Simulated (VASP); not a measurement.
Wanted: the native input for a VASP 6.6.1 run.

```yaml
Task: single point
Functional: PBE
Potentials_or_basis: VASP PAW PBE potentials, release 64 (Ni, H, Cl)
Cutoff: 520 eV
k_mesh: 12 × 12 × 8
Occupations: gaussian, width 0.1 eV
Spin: no spin polarisation
Dipole_correction: no
Further_INCAR_settings: ALGO = Normal; EDIFF = 1e-07; NBANDS = 18
```

The structure of NiH2Cl lies in POSCAR:

```
NiH2Cl
1.0
    3.0893070718      0.0000000000      0.0000000000
   -1.5446535359      2.6754184043      0.0000000000
    0.0000000000      0.0000000000      4.5312963659
Ni H Cl
1 2 1
Direct
    0.0000000000      0.0000000000      0.0000000000
    0.3333333333      0.6666666667      0.0000000000
    0.6666666667      0.3333333333      0.0000000000
    0.0000000000      0.0000000000      0.5000000000
```

The cell was generated, and may not be a known phase.

These files were run (other wordings do the same):

INCAR

```
SYSTEM = NiH2Cl
ALGO     = Normal         ! electronic algorithm
EDIFF    = 1E-7           ! SCF threshold, eV
ENCUT    = 520            ! plane-wave cutoff, eV
GGA      = PE             ! functional
ISIF     = 2              ! what is computed and relaxed
ISMEAR   = 0              ! smearing method
LASPH    = .TRUE.         ! aspherical terms in the spheres
LCHARG   = .TRUE.         ! write CHGCAR
LELF     = .TRUE.         ! ELF
LREAL    = .FALSE.        ! projectors in reciprocal space
LVHAR    = .TRUE.       
LWAVE    = .FALSE.        ! write WAVECAR
NBANDS   = 18             ! bands
NELM     = 60             ! most SCF steps
PREC     = Accurate       ! precision mode
SIGMA    = 0.1            ! smearing width, eV
```

KPOINTS

```
k-points
0
G
  12 12 8
  0 0 0
```

Potentials or basis: VASP PAW PBE potentials, release 64 (Ni, H, Cl).

Launch:

```bash
$ cat potpaw_PBE.64/Ni/POTCAR potpaw_PBE.64/H/POTCAR potpaw_PBE.64/Cl/POTCAR > POTCAR
$ mpirun -np 1 vasp_std > vasp.out
```

It gave:

```json
{
  "Pressure": "-0.1 GPa",
  "Band gap on the k mesh": "zero (an odd number of electrons rules out a gap without spin polarisation)"
}
```

Caveat: an odd number of electrons without spin polarisation forces a metal; a magnetic or distorted state may lie lower; the run has no spin polarisation, though such a crystal can be magnetic.

Wall time 95 s on 1 thread of Intel Xeon 8259CL, with other jobs on the host, peak memory 0.2 GiB.
